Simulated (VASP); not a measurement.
Wanted: the native input for a VASP 6.6.1 run.

- Task: single point
- Functional: PBE
- Dispersion: D3(BJ)
- Potentials or basis: VASP PAW PBE potentials, release 64 (Sn_d, O)
- Cutoff: 520 eV
- k mesh: 12 × 12 × 4
- Occupations: gaussian, width 0.05 eV
- Spin: no spin polarisation
- Dipole correction: no
- Further INCAR settings: ALGO = Normal; EDIFF = 1e-06; NBANDS = 35

The structure of SnO2 lies in POSCAR:

```
SnO2
1.0
    3.3415991023      0.0000000000      0.0000000000
   -1.6707995511      2.8939097118      0.0000000000
    0.0000000000      0.0000000000      9.9242151738
Sn O
2 4
Direct
    0.0000000000      0.0000000000      0.5000000000
    0.0000000000      0.0000000000      0.0000000000
    0.6666666667      0.3333333333      0.4017901367
    0.6666666667      0.3333333333      0.0982098633
    0.3333333333      0.6666666667      0.5982098633
    0.3333333333      0.6666666667      0.9017901367
```

These files were run (other wordings do the same):

INCAR

```
SYSTEM = SnO2
PREC     = Accurate       ! precision mode
ENCUT    = 520            ! plane-wave cutoff, eV
EDIFF    = 1E-6           ! SCF threshold, eV
ISMEAR   = 0              ! smearing method
SIGMA    = 0.05           ! smearing width, eV
LREAL    = .False.        ! projectors in reciprocal space
LASPH    = .True.         ! aspherical terms in the spheres
NELM     = 100            ! most SCF steps
ALGO     = Normal         ! electronic algorithm
ISIF     = 2              ! what is computed and relaxed
LWAVE    = .False.        ! write WAVECAR
LCHARG   = .True.         ! write CHGCAR
GGA      = PE             ! functional
IVDW     = 12             ! dispersion correction
LELF     = .True.         ! ELF
LVHAR    = .True.       
NBANDS   = 35             ! bands
```

KPOINTS

```
Automatic mesh
0
Gamma
  12 12 4
  0 0 0
```

Potentials or basis: VASP PAW PBE potentials, release 64 (Sn_d, O).

The run is started by

```sh
$ cat potpaw_PBE.64/Sn_d/POTCAR potpaw_PBE.64/O/POTCAR > POTCAR
$ mpirun -np 1 vasp_std > vasp.out
```

Results of the run:

```yaml
Pressure: -8.0 GPa
Largest_force: 0.208 eV/Å
Band_gap_on_the_k_mesh: 1.19 eV (least direct gap 1.53 eV)
Dispersion_energy_per_atom: -0.158 eV
```

Caveat: the cell stands under tension; spin-orbit coupling is left out, which moves the levels of the heavy elements.

Run time: 110 s on 1 thread of Intel(R) Xeon(R) 6975P-C (Granite Rapids), on a shared host, peak memory 0.33 GiB.
